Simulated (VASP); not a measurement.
Here is a VASP 6.6.1 calculation.

Contents of INCAR:

```
PREC = Accurate
ENCUT = 520
EDIFF = 1E-6
ISMEAR = 0
SIGMA = 0.1
LREAL = F
LASPH = T
NELM = 100
ALGO = Normal
ISIF = 2
LWAVE = F
LCHARG = F
LDIPOL = T
IDIPOL = 3
DIPOL = 0.5 0.5 0.320
GGA = PS
NBANDS = 86
```

The input KPOINTS:

```
regular mesh
0
Gamma
  5 5 1
```

Contents of POSCAR:

```
Ti12C
1.0
    5.7352564297      0.0000000000      0.0000000000
    0.0000000000      5.7352564297      0.0000000000
    0.0000000000      0.0000000000     19.2700584075
Ti C
12 1
Direct
    0.2500000000      0.2500000000      0.2075759147
    0.2500000000      0.7500000000      0.2075759147
    0.7500000000      0.2500000000      0.2075759147
    0.7500000000      0.7500000000      0.2075759147
    0.0000000000      0.0000000000      0.3052972905
    0.0000000000      0.5000000000      0.3052972905
    0.5000000000      0.0000000000      0.3052972905
    0.5000000000      0.5000000000      0.3052972905
    0.2500000000      0.2500000000      0.4032192453
    0.2500000000      0.7500000000      0.4032192453
    0.7500000000      0.2500000000      0.4032192453
    0.7500000000      0.7500000000      0.4032192453
    0.2500000000      0.2500000000      0.4973928579
```

Potentials or basis: VASP PAW PBE potentials, release 64 (Ti_sv, C).

Launch:

```console
$ cat potpaw_PBE.64/Ti_sv/POTCAR potpaw_PBE.64/C/POTCAR > POTCAR
$ mpirun -np 1 vasp_std > vasp.out
```

Problem. Estimate the largest force.

Solution. 0.846 eV/Å.

Problem. Estimate the band gap on the k mesh.

Solution. Zero (bands 74 and 75 overlap by 0.21 eV).

Forces on the atoms (eV/Å):
```
Ti   0.000  0.000 -0.366
Ti   0.000  0.000  0.122
Ti   0.000  0.000  0.122
Ti   0.000  0.000  0.251
Ti  -0.149 -0.149 -0.391
Ti  -0.149  0.149 -0.391
Ti   0.149 -0.149 -0.391
Ti   0.149  0.149 -0.391
Ti   0.000  0.000 -0.254
Ti   0.000  0.000  0.846
Ti   0.000  0.000  0.846
Ti   0.000  0.000 -0.055
C    0.000  0.000  0.054
```

Caveat: the PAW data sets were made with another functional, which shifts forces and pressure a little.
